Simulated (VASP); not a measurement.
A run of VASP 6.6.1 is set up as follows.

File INCAR:

```
SYSTEM = Mo
PREC     = Accurate       ! precision mode
ENCUT    = 520            ! plane-wave cutoff, eV
EDIFF    = 1E-6           ! SCF threshold, eV
ISMEAR   = 0              ! smearing method
SIGMA    = 0.15           ! smearing width, eV
LREAL    = .False.        ! projectors in reciprocal space
LASPH    = .True.         ! aspherical terms in the spheres
NELM     = 100            ! most SCF steps
ALGO     = Fast           ! electronic algorithm
ISIF     = 2              ! what is computed and relaxed
LWAVE    = .False.        ! write WAVECAR
LCHARG   = .False.        ! write CHGCAR
GGA      = PS             ! functional
NBANDS   = 13             ! bands
```

KPOINTS

```
Automatic mesh
0
Gamma
  24 24 24
  0 0 0
```

POSCAR

```
Mo
1.0
    2.6052186534      0.0000000000      0.0000000000
   -1.3026093267      2.2561855362      0.0000000000
    0.0000000000      0.0000000000      2.4297692985
Mo
1
Direct
    0.0000000000      0.0000000000      0.5000000000
```

Potentials or basis: VASP PAW PBE potentials, release 64 (Mo_sv).

Run with:

```sh
$ cat potpaw_PBE.64/Mo_sv/POTCAR > POTCAR
$ mpirun -np 1 vasp_std > vasp.out
```

**Question.** What does it give for the pressure?

**Answer.** 38.8 GPa.

**Question.** Predict the band gap on the k mesh.

**Answer.** Zero (band 7 reaches 14.96 eV, above the bottom of band 8 at 12.61 eV).

Stress tensor (GPa, compression positive):
```
43.32  0.00  0.00
 0.00 43.32  0.00
 0.00  0.00 29.83
```

Caveat: the cell differs from its parent crystal (strain -0.050 along x and y, -0.025 along z); the PAW data sets were made with another functional, which shifts forces and pressure a little.
